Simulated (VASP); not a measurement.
CsTlH4:

```xyz
6
Lattice="4.0583 0.0000 0.0000 0.0000 4.0583 0.0000 0.0000 0.0000 6.4687" Properties=species:S:1:pos:R:3 pbc="T T T"
Cs    2.0292    2.0292    3.2344
Tl    0.0000    0.0000    0.0000
H     2.0292    0.0000    1.0083
H     0.0000    2.0292    5.4604
H     2.0292    0.0000    5.4604
H     0.0000    2.0292    1.0083
```

* Program: VASP 6.6.1
* Task: relaxation of cell and atoms
* Functional: PBE
* Potentials or basis: VASP PAW PBE potentials, release 64 (Cs_sv, Tl_d, H)
* Cutoff: 600 eV
* k mesh: 10 × 10 × 6
* Occupations: gaussian, width 0.1 eV
* Spin: no spin polarisation

At the start: pressure -0.4 GPa; volume 17.76 Å³/atom.

Problem. Where does the relaxation end?

Solution. Over 9 steps the energy falls by 29.7 meV/atom and the volume is 16.54 Å³/atom (-6.9 %); space group P4/mmm (No. 123, to 0.05 Å).

The path:
```
step  energy change (eV)  largest force (eV/Å)  pressure (GPa)  volume (Å³)
   1              0.0000                0.2293           -0.43       106.54
   2             -0.0265                0.2124           -0.35       105.80
   3             -0.0966                0.2361           -0.28       103.52
   4             -0.1574                0.0363            0.25        98.70
   5             -0.1658                0.1411           -0.11       100.52
   6             -0.1680                0.1080           -0.01        99.96
   7             -0.1750                0.0560           -0.03        99.73
   8             -0.1782                0.0102           -0.04        99.42
   9             -0.1785                0.0028            0.03        99.22
```

Final structure:
```cif
data_structure
_symmetry_space_group_name_H-M 'P 1'
_symmetry_Int_Tables_number 1
_cell_length_a 3.8296
_cell_length_b 3.8296
_cell_length_c 6.7656
_cell_angle_alpha 90.000
_cell_angle_beta 90.000
_cell_angle_gamma 90.000
_cell_volume 99.22
loop_
_atom_site_label
_atom_site_type_symbol
_atom_site_fract_x
_atom_site_fract_y
_atom_site_fract_z
_atom_site_occupancy
Cs1 Cs 0.50000 0.50000 0.50000 1
Tl1 Tl 0.00000 0.00000 0.00000 1
H1 H 0.50000 0.00000 0.17537 1
H2 H 0.00000 0.50000 0.82463 1
H3 H 0.50000 0.00000 0.82463 1
H4 H 0.00000 0.50000 0.17537 1
```
